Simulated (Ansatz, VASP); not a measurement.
## Two plane-wave programs on ScAl3

INCAR

```
SYSTEM = ScAl3
PREC = Accurate
ENCUT = 520
EDIFF = 1E-6
ISMEAR = 0
SIGMA = 0.05
LREAL = .False.
LASPH = .True.
NELM = 100
ALGO = Normal
ISIF = 2
LWAVE = .False.
LCHARG = .False.
NBANDS = 18
```

Contents of KPOINTS:

```
regular mesh
0
Gamma
  8 8 8
  0 0 0
```

POSCAR

```
ScAl3
1.0
   -2.0128000000      2.0128000000      4.4232000000
    2.0128000000     -2.0128000000      4.4232000000
    2.0128000000      2.0128000000     -4.4232000000
Sc Al
1 3
Direct
    0.0000000000      0.0000000000      0.0000000000
    0.7500000000      0.2500000000      0.5000000000
    0.2500000000      0.7500000000      0.5000000000
    0.5000000000      0.5000000000      0.0000000000
```

Input for Ansatz:

```yaml
crystal:
  lattice:
    - [-2.0128, 2.0128, 4.4232]
    - [2.0128, -2.0128, 4.4232]
    - [2.0128, 2.0128, -4.4232]
  atoms:
    - { symbol: Sc, position: [0.0, 0.0, 0.0] }
    - { symbol: Al, position: [0.75, 0.25, 0.5] }
    - { symbol: Al, position: [0.25, 0.75, 0.5] }
    - { symbol: Al, position: [0.5, 0.5, 0.0] }
basis:
  ecutwfc: 550.0
kpoints:
  mp_grid:
    grid: [8, 8, 8]
hamiltonian:
  xc: lda
scf:
  max_iter: 50
  occupations:
    method: gaussian
    width: 0.05
output:
  stress: true
```

Alike in both runs: task single point; functional LDA; k mesh 8 × 8 × 8; occupations gaussian, width 0.05 eV; no spin polarisation.

|  | VASP | Ansatz |
| --- | --- | --- |
| version | VASP 6.6.1 | Ansatz 0.2.0 |
| potentials or method | VASP PAW LDA potentials, release 64 (Sc_sv, Al), cutoff 520 eV | plane waves, PAW |
| valence electrons in the cell | 20 | 20 |

Ansatz gave:

```
pressure (GPa)                                                : -4.7
traceless stress, the component that is largest in VASP (GPa) : 0.56
```

Q: What did VASP give for the same quantities?

A: Pressure (GPa): -4.6; traceless stress, the component that is largest in VASP (GPa): 0.56.

LDA's correlation is that of Perdew and Zunger in VASP and of Perdew and Wang (1992) in Ansatz.
